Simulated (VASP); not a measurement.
# PtSe2 (Fm-3m) in VASP: notebook

PtSe2 is run at these levels: PBE, r2SCAN, HSE06; tasks: relaxation of cell and atoms, single point.

All numbers are computed with VASP 6.6.1; they aren't measurements. Logs are shortened: lines on timing, memory, paths and dates and some standing lists are left out, and cuts for length are marked.

**1. The cell of the first run**

Symmetry: Fm-3m, No. 225, cubic system. Conventional cell: a = 6.485 Å, b = 6.485 Å, c = 6.485 Å, α = 90.00°, β = 90.00°, γ = 90.00°. Pt (site symmetry m-3m) has 8 Se at 2.81 Å within 3.7 Å. Within 3.7 Å of Se (site symmetry -43m) lie 4 Pt at 2.81 Å and 6 Se at 3.24 Å.

**2. Relaxation of cell and atoms, PBE**

The input, INCAR:

```
ALGO = Normal ; EDIFF = 1E-6
EDIFFG = -0.005 ; ENCUT = 600
GGA = PE ; IBRION = 2
ISIF = 3 ; ISMEAR = -1
LASPH = True ; LCHARG = False
LREAL = False ; LWAVE = False
NELM = 60 ; NSW = 80
PREC = Accurate ; SIGMA = 0.02
```

The input, KPOINTS:

```
k-points
0
Gamma
  6 6 6
```

The input, POSCAR:

```
PtSe2
1.0
    0.0000000000      3.2424385794      3.2424385794
    3.2424385794      0.0000000000      3.2424385794
    3.2424385794      3.2424385794      0.0000000000
Pt Se
1 2
Direct
    0.0000000000      0.0000000000      0.0000000000
    0.2500000000      0.2500000000      0.2500000000
    0.7500000000      0.7500000000      0.7500000000
```

Potentials or basis: VASP PAW PBE potentials, release 64 (Pt, Se).

Run with:

```sh
cat potpaw_PBE.64/Pt/POTCAR potpaw_PBE.64/Se/POTCAR > POTCAR
mpirun -np 1 vasp_std > vasp.out
```

OUTCAR:

```text
EDIFF = 1E-6
   EDIFFG = -0.005
   ENCUT = 600
   GGA = PE
   IBRION = 2
   ISIF = 3
   ISMEAR = -1
   LASPH = True
   LREAL = False
   NELM = 60
   NSW = 80
   PREC = Accurate

 ion  position               nearest neighbor table
   1  0.000  0.000  0.000-   3 2.81   3 2.81   3 2.81   2 2.81   3 2.81   2 2.81   2 2.81   2 2.81

   2  0.250  0.250  0.250-   1 2.81   1 2.81   1 2.81   1 2.81
   3  0.750  0.750  0.750-   1 2.81   1 2.81   1 2.81   1 2.81

  LATTYP: Found a face centered cubic cell.
 ALAT       =     6.4848771588

  Lattice vectors:

 A1 = (   0.0000000000,   3.2424385794,   3.2424385794)
 A2 = (   3.2424385794,   0.0000000000,   3.2424385794)
 A3 = (   3.2424385794,   3.2424385794,   0.0000000000)

Analysis of symmetry for initial positions (statically):
=====================================================================
 Subroutine PRICEL returns:
 Original cell was already a primitive cell.

 Routine SETGRP: Setting up the symmetry group for a
 face centered cubic supercell.

 Subroutine GETGRP returns: Found 48 space group operations
 (whereof 48 operations were pure point group operations)
 out of a pool of 48 trial point group operations.

The static configuration has the point symmetry O_h .

Analysis of symmetry for dynamics (positions and initial velocities):
=====================================================================
 Subroutine PRICEL returns:
 Original cell was already a primitive cell.

 Routine SETGRP: Setting up the symmetry group for a
 face centered cubic supercell.

 Subroutine GETGRP returns: Found 48 space group operations
 (whereof 48 operations were pure point group operations)
 out of a pool of 48 trial point group operations.

The dynamic configuration has the point symmetry O_h .

 Subroutine INISYM returns: Found 48 space group operations
 (whereof 48 operations are pure point group operations),
 and found     1 'primitive' translations

----------------------------------------------------------------------------------------

                                     Primitive cell

  volume of cell :      68.1782

  direct lattice vectors                    reciprocal lattice vectors
     0.000000000  3.242438579  3.242438579    -0.154204926  0.154204926  0.154204926
     3.242438579  0.000000000  3.242438579     0.154204926 -0.154204926  0.154204926
     3.242438579  3.242438579  0.000000000     0.154204926  0.154204926 -0.154204926

  length of vectors
     4.585500614  4.585500614  4.585500614     0.267090766  0.267090766  0.267090766

  position of ions in fractional coordinates (direct lattice)
     0.000000000  0.000000000  0.000000000
     0.250000000  0.250000000  0.250000000
     0.750000000  0.750000000  0.750000000

  ion indices of the primitive-cell ions
   primitive index   ion index
                 1           1
                 2           2
                 3           3

----------------------------------------------------------------------------------------

 KPOINTS: k-points

Automatic generation of k-mesh.
 Grid dimensions read from file:
 generate k-points for:    6    6    6

 Generating k-lattice:

  Cartesian coordinates                     Fractional coordinates (reciprocal lattice)
    -0.025700821  0.025700821  0.025700821     0.166666667  0.000000000  0.000000000
     0.025700821 -0.025700821  0.025700821     0.000000000  0.166666667  0.000000000
     0.025700821  0.025700821 -0.025700821     0.000000000  0.000000000  0.166666667

  Length of vectors
     0.044515128  0.044515128  0.044515128

  Shift w.r.t. Gamma in fractional coordinates (k-lattice)
     0.000000000  0.000000000  0.000000000

 Subroutine IBZKPT returns following result:
 ===========================================

 Found     16 irreducible k-points:

 Following reciprocal coordinates:
            Coordinates               Weight
  0.000000  0.000000  0.000000      1.000000
  0.166667  0.000000  0.000000      8.000000
  0.333333  0.000000  0.000000      8.000000
  0.500000  0.000000  0.000000      4.000000
  0.166667  0.166667  0.000000      6.000000
  0.333333  0.166667  0.000000     24.000000
[... 8 lines left out ...]
 -0.333333  0.333333  0.166667     24.000000
 -0.333333  0.500000  0.166667     12.000000
   k-points           NKPTS =     16   k-points in BZ     NKDIM =     16   number of bands    NBANDS=     15
   number of dos      NEDOS =    301   number of ions     NIONS =      3
   total plane-waves  NPLWV =  64000
   dimension x,y,z NGX =    40 NGY =   40 NGZ =   40
   dimension x,y,z NGXF=    80 NGYF=   80 NGZF=   80
   ions per type =               1   2
   NGX,Y,Z   is equivalent  to a cutoff of  14.50, 14.50, 14.50 a.u.
   NGXF,Y,Z  is equivalent  to a cutoff of  29.00, 29.00, 29.00 a.u.
 SYSTEM =  unknown system
   PREC   = accura    normal or accurate (medium, high low for compatibility)
   ISTART =      0    job   : 0-new  1-cont  2-samecut
   ICHARG =      2    charge: 1-file 2-atom 10-const
   ISPIN  =      1    spin polarized calculation?
   LNONCOLLINEAR =      F non collinear calculations
   LSORBIT =      F    spin-orbit coupling
   LASPH  =      T    aspherical Exc in radial PAW
   ENCUT  =  600.0 eV  44.10 Ry    6.64 a.u.   9.16  9.16  9.16*2*pi/ulx,y,z
   NELM   =     60;   NELMIN=  2; NELMDL= -5     # of ELM steps
   EDIFF  = 0.1E-05   stopping-criterion for ELM
   LREAL  =      F    real-space projection
   EDIFFG = -.5E-02   stopping-criterion for IOM
   NSW    =     80    number of steps for IOM
   IBRION =      2    ionic relax: 0-MD 1-quasi-New 2-CG
   NFREE  =      1    steps in history (QN), initial steepest desc. (CG)
   ISIF   =      3    stress and relaxation
   ISYM   =      2    0-nonsym 1-usesym 2-fastsym
   POTIM  = 0.5000    time-step for ionic-motion
   TEBEG  =    0.0;   TEEND  =   0.0 temperature during run
   PSTRESS=    0.0 pullay stress
   NELECT =      22.0000    total number of electrons
   NUPDOWN=      -1.0000    fix difference up-down
   EMIN   =  10.00;   EMAX   =-10.00  energy-range for DOS
   EFERMI =   0.00;   METHOD = LEGACY
   ISMEAR =    -1;   SIGMA  =   0.02  broadening in eV -4-tet -1-fermi 0-gaus
   EFERMI_NEDOS =   21; number of points for ismear=-14 and -15
   IALGO  =     38    algorithm
   IMIX   =      4    mixing-type and parameters
     AMIX     =   0.40;   BMIX     =  1.00
     AMIX_MAG =   1.60;   BMIX_MAG =  1.00
  volume/ion in A,a.u.               =      22.73       153.36
  Fermi-wavevector in a.u.,A,eV,Ry     =   1.122882  2.121939 17.155084  1.260863
  Thomas-Fermi vector in A             =   2.259544
   LORBIT       =      0    0 simple, 1 ext, 2 COOP (PROOUT), +10 PAW based schemes
   GGA     = PE    functional components
   LHFCALC =     F    Hartree Fock is set to
   AEXX    =    0.0000 exact exchange contribution
   IVDW    =     0    specifies the selected vdW correction
   LEPSILON=     F    determine dielectric tensor
   LRPA    =     F    only Hartree local field effects (RPA)
 conjugate gradient relaxation of ions
 non-spin polarized calculation
  energy-cutoff  :      600.00
  volume of cell :       68.18
 maximum number of plane-waves:      2301
 NGX is ok and might be reduce to    40
   NGX = 19   NGY = 19   NGZ = 19

--------------------------------------- Ionic step        1  -------------------------------------------

 number of electron      21.9999999 magnetization

 Free energy of the ion-electron system (eV)
  ---------------------------------------------------
  ext. energy  EPLUGINS =         0.00000000
  ---------------------------------------------------
  free energy    TOTEN  =       -12.66845196 eV

  energy without entropy =      -12.66260429  energy(sigma->0) =      -12.66552813

 E-fermi :   5.5102     XC(G=0): -10.1656

 val. band max:        5.5034857058   @ k =   0.1667   0.0000   0.0000
 cond. band min:       5.5171083396   @ k =   0.0000   0.0000   0.0000
 fundamental gap:      0.0136226337
 Fermi energy:         5.5102241276

 k-point     1 :       0.0000    0.0000    0.0000
  band No.  band energies     occupation
      1      -9.7634      2.00000
      2      -6.6433      2.00000
      3      -0.4461      2.00000
      4      -0.4461      2.00000
      5      -0.4461      2.00000
      6       2.1554      2.00000
      7       2.1554      2.00000
      8       4.3481      2.00000
      9       4.3481      2.00000
     10       4.3481      2.00000
     11       5.5171      0.82957
     12       5.5171      0.82957
     13       5.5171      0.82957
     14       6.5414      0.00000
     15       9.1192      0.00000

 k-point     2 :       0.1667    0.0000    0.0000
  band No.  band energies     occupation
      1      -9.5699      2.00000
      2      -6.9258      2.00000
      3      -0.3068      2.00000
      4      -0.3068      2.00000
      5       0.0694      2.00000
      6       2.0165      2.00000
      7       2.0165      2.00000
      8       2.7804      2.00000
      9       3.9886      2.00000
     10       3.9886      2.00000
     11       4.9895      2.00000
     12       5.5035      1.16689
     13       5.5035      1.16688
     14       7.6968      0.00000
     15       9.7943      0.00000
[... 411 lines left out ...]
 VOLUME and BASIS-vectors are now :
 -----------------------------------------------------------------------------
  energy-cutoff  :      600.00
  volume of cell :       62.31
      direct lattice vectors                 reciprocal lattice vectors
    -0.000000000  3.146567929  3.146567929    -0.158903291  0.158903291  0.158903291
     3.146567929 -0.000000000  3.146567929     0.158903291 -0.158903291  0.158903291
     3.146567929  3.146567929 -0.000000000     0.158903291  0.158903291 -0.158903291

 POSITION                                       TOTAL-FORCE (eV/Angst)
 -----------------------------------------------------------------------------------
     -0.00000      0.00000      0.00000         0.000000     -0.000000     -0.000000
      1.57328      1.57328      1.57328        -0.000000      0.000000      0.000000
      4.71985      4.71985      4.71985         0.000000     -0.000000     -0.000000
 -----------------------------------------------------------------------------------
    total drift:                               -0.000000      0.000000      0.000000

  FREE ENERGIE OF THE ION-ELECTRON SYSTEM (eV)
  ---------------------------------------------------
  free  energy   TOTEN  =       -12.8278335525 eV

  energy  without entropy=      -12.8225508098  energy(sigma->0) =      -12.82519218

--------------------------------------- Ionic step        6  -------------------------------------------

 number of electron      22.0000001 magnetization

 Free energy of the ion-electron system (eV)
  ---------------------------------------------------
  ext. energy  EPLUGINS =         0.00000000
  ---------------------------------------------------
  free energy    TOTEN  =       -12.82785080 eV

  energy without entropy =      -12.82257092  energy(sigma->0) =      -12.82521086

 E-fermi :   6.7532     XC(G=0): -10.6080

 val. band max:        6.7389765780   @ k =   0.1667   0.0000   0.0000
 cond. band min:       6.7777091755   @ k =  -0.1667   0.1667   0.0000
 fundamental gap:      0.0387325975
 Fermi energy:         6.7532339782

 k-point     1 :       0.0000    0.0000    0.0000
  band No.  band energies     occupation
      1      -9.3175      2.00000
      2      -5.5054      2.00000
      3       0.0121      2.00000
      4       0.0121      2.00000
      5       0.0121      2.00000
      6       2.8630      2.00000
      7       2.8630      2.00000
      8       5.4306      2.00000
      9       5.4306      2.00000
     10       5.4306      2.00000
     11       6.7814      0.39367
     12       6.7814      0.39367
     13       6.7814      0.39367
     14       8.2351      0.00000
     15      10.0048      0.00000

 k-point     2 :       0.1667    0.0000    0.0000
  band No.  band energies     occupation
      1      -9.0913      2.00000
      2      -5.8882      2.00000
      3       0.1658      2.00000
      4       0.1658      2.00000
      5       0.6549      2.00000
      6       2.7059      2.00000
      7       2.7059      2.00000
      8       3.7584      2.00000
      9       5.0204      2.00000
     10       5.0204      2.00000
     11       6.1485      2.00000
     12       6.7390      1.34207
     13       6.7390      1.34207
     14       9.2102      0.00000
     15      10.7796      0.00000
[... 263 lines left out ...]
 VOLUME and BASIS-vectors are now :
 -----------------------------------------------------------------------------
  energy-cutoff  :      600.00
  volume of cell :       62.25
      direct lattice vectors                 reciprocal lattice vectors
    -0.000000000  3.145651221  3.145651221    -0.158949599  0.158949599  0.158949599
     3.145651221 -0.000000000  3.145651221     0.158949599 -0.158949599  0.158949599
     3.145651221  3.145651221 -0.000000000     0.158949599  0.158949599 -0.158949599

 POSITION                                       TOTAL-FORCE (eV/Angst)
 -----------------------------------------------------------------------------------
      3.14565     -0.00000      3.14565         0.000000      0.000000      0.000000
      1.57283      1.57283      1.57283         0.000000      0.000000     -0.000000
      4.71848      4.71848      4.71848        -0.000000     -0.000000      0.000000
 -----------------------------------------------------------------------------------
    total drift:                               -0.000000      0.000000      0.000000

  FREE ENERGIE OF THE ION-ELECTRON SYSTEM (eV)
  ---------------------------------------------------
  free  energy   TOTEN  =       -12.8278507993 eV

  energy  without entropy=      -12.8225709191  energy(sigma->0) =      -12.82521086

 reached required accuracy - stopping structural energy minimisation
```

It took 92 s on 1 thread of Intel Xeon Platinum 8488C (Sapphire Rapids), shared host; peak memory 0.25 GiB.

What came out:

| Item | Value |
| --- | --- |
| Free energy | -12.8279 eV |
| Relaxed volume | 20.75 Å³/atom |
| Relaxed cell | a = 4.449 Å, b = 4.449 Å, c = 4.449 Å, α = 60.00°, β = 60.00°, γ = 60.00° |
| Space group after relaxing (to 0.1 Å) | Fm-3m (No. 225) |
| Energy gained by relaxing | 53.1 meV/atom |
| Ionic steps | 6 |
| Pressure after relaxing | 0.0 GPa |
| Band gap on the k mesh | zero (bands 11 and 12 overlap by 0.44 eV) |

The path:
```tsv
step	energy change (eV)	largest force (eV/Å)	pressure (GPa)	volume (Å³)
1	0.0000	0.0000	-7.90	68.18
2	-0.0298	0.0000	9.84	57.71
3	-0.1594	0.0000	-0.11	62.32
4	-0.1594	0.0000	0.10	62.20
5	-0.1594	0.0000	-0.11	62.31
6	-0.1594	0.0000	0.01	62.25
```

Final structure:
```
CELL_PARAMETERS angstrom
0.00000 3.14565 3.14565
3.14565 0.00000 3.14565
3.14565 3.14565 0.00000
ATOMIC_POSITIONS crystal
Pt 0.00000 0.00000 0.00000
Se 0.25000 0.25000 0.25000
Se 0.75000 0.75000 0.75000
```

Caveat: spin-orbit coupling is left out, which moves the levels of the heavy elements.

**3. Relaxation of cell and atoms, r2SCAN**

This run uses another cell than the first one, of 20.76 Å³/atom.

The input, POSCAR:

```
PtSe2
1.0
    0.0000000000      3.1459370854      3.1459370854
    3.1459370854      0.0000000000      3.1459370854
    3.1459370854      3.1459370854      0.0000000000
Pt Se
1 2
Direct
    0.0000000000      0.0000000000      0.0000000000
    0.2500000000      0.2500000000      0.2500000000
    0.7500000000      0.7500000000      0.7500000000
```

The input, INCAR.step1:

```
  ALGO = Normal
  EDIFF = 1E-4
  ENCUT = 600
  GGA = PE
  ISMEAR = -1
  LASPH = T
  LCHARG = F
  LREAL = F
  LWAVE = T
  NELM = 100
  PREC = Accurate
  SIGMA = 0.02
```

The input, INCAR.step2:

```
  ALGO = Normal
  EDIFF = 1E-7
  EDIFFG = -0.005
  ENCUT = 600
  IBRION = 2
  ISIF = 3
  ISMEAR = -1
  ISTART = 1
  LASPH = T
  LCHARG = F
  LMIXTAU = T
  LREAL = F
  LWAVE = F
  METAGGA = R2SCAN
  NELM = 100
  NSW = 80
  PREC = Accurate
  SIGMA = 0.02
```

KPOINTS is that of step 2.

Potentials or basis: VASP PAW PBE potentials, release 64 (Pt, Se).

Run with:

```sh
cat potpaw_PBE.64/Pt/POTCAR potpaw_PBE.64/Se/POTCAR > POTCAR
cp INCAR.step1 INCAR
mpirun -np 1 vasp_std > vasp.out
cp INCAR.step2 INCAR
mpirun -np 1 vasp_std > vasp.out
```

Run time: 2.4 min. Hardware: 1 thread of Intel Xeon Platinum 8488C (Sapphire Rapids), shared host; peak memory 0.23 GiB.

The run converged. Its results:

- Free energy: -79.6286 eV
- Relaxed volume: 20.46 Å³/atom
- Relaxed cell: a = 4.427 Å, b = 4.427 Å, c = 4.427 Å, α = 60.00°, β = 60.00°, γ = 60.00°
- Space group after relaxing (to 0.1 Å): Fm-3m (No. 225)
- Energy gained by relaxing: 1.6 meV/atom
- Ionic steps: 3
- Pressure after relaxing: 0.0 GPa
- Band gap on the k mesh: zero (bands 11 and 12 overlap by 0.41 eV)

Step by step:
| step | energy change (eV) | largest force (eV/Å) | pressure (GPa) | volume (Å³) |
| --- | --- | --- | --- | --- |
| 1 | 0.0000 | 0.0000 | -1.63 | 62.27 |
| 2 | 0.0012 | 0.0000 | 1.95 | 60.39 |
| 3 | -0.0047 | 0.0000 | 0.01 | 61.37 |

Final structure:
```
Pt Se
1.0
     0.00000    3.13068    3.13068
     3.13068    0.00000    3.13068
     3.13068    3.13068    0.00000
Pt Se
1 2
Direct
  0.00000 0.00000 0.00000
  0.25000 0.25000 0.25000
  0.75000 0.75000 0.75000
```

Levels at points of the mesh, in eV from the Fermi level:
```tsv
k point	band 7	band 8	band 9	band 10	band 11	band 12	band 13	band 14	band 15
(0.00, 0.00, 0.00)	-4.17	-1.46	-1.46	-1.46	0.04	0.04	0.04	1.96	3.50
(0.50, 0.00, 0.00)	-4.03	-3.98	-3.98	-3.89	-2.61	0.16	0.16	4.64	6.47
(0.50, 0.50, 0.00)	-4.93	-4.07	-3.84	-2.81	0.40	1.30	1.30	1.86	6.90
```

Caveat: the PAW data sets were made with another functional, which shifts forces and pressure a little; spin-orbit coupling is left out, which moves the levels of the heavy elements.

**4. Single point, PBE, non-collinear spin, zero start, spin-orbit coupling**

This run uses another cell than the first one, of 20.46 Å³/atom.

The input, INCAR:

```
PREC     = Accurate       # precision mode
ENCUT    = 520            # plane-wave cutoff, eV
EDIFF    = 1E-6           # SCF threshold, eV
ISMEAR   = -1             # smearing method
SIGMA    = 0.02           # smearing width, eV
LREAL    = F              # projectors in reciprocal space
LASPH    = T              # aspherical terms in the spheres
NELM     = 150            # most SCF steps
ALGO     = Normal         # electronic algorithm
ISIF     = 2              # what is computed and relaxed
LWAVE    = F              # write WAVECAR
LCHARG   = T              # write CHGCAR
MAGMOM   = 0 0 0 0 0 0 0 0 0 # initial moments
LORBIT   = 11             # projections on sites
LSORBIT  = T              # spin-orbit coupling
GGA_COMPAT= F            
LORBMOM  = T            
LMAXMIX  = 4              # l up to which the mixer works
GGA      = PE             # functional
LVHAR    = T            
NBANDS   = 35             # bands
```

The input, KPOINTS:

```
Automatic mesh
0
Gamma
  8 8 8
```

The input, POSCAR:

```
PtSe2
1.0
    0.0000000000      3.1308957810      3.1308957810
    3.1308957810      0.0000000000      3.1308957810
    3.1308957810      3.1308957810      0.0000000000
Pt Se
1 2
Direct
    0.0000000000      0.0000000000      0.0000000000
    0.2500000000      0.2500000000      0.2500000000
    0.7500000000      0.7500000000      0.7500000000
```

Run with:

```sh
cat potpaw_PBE.64/Pt/POTCAR potpaw_PBE.64/Se/POTCAR > POTCAR
mpirun -np 1 vasp_ncl > vasp.out
```

Wall time 1.8 min (1 thread of Intel Xeon Platinum 8488C (Sapphire Rapids), shared host); peak memory 0.42 GiB.

It converged, with:

- Free energy: -13.2311 eV
- Pressure: 1.6 GPa
- Net moment: 0.00 μB per cell
- Valence electrons inside the program's atomic spheres: Pt 9.12; Se 3.69

Moments on the atoms (μB; x, y, z):
```
Pt  0.00 0.00 0.00
Se  0.00 0.00 0.00
Se  0.00 0.00 0.00
```

[end of part 1 of 2]
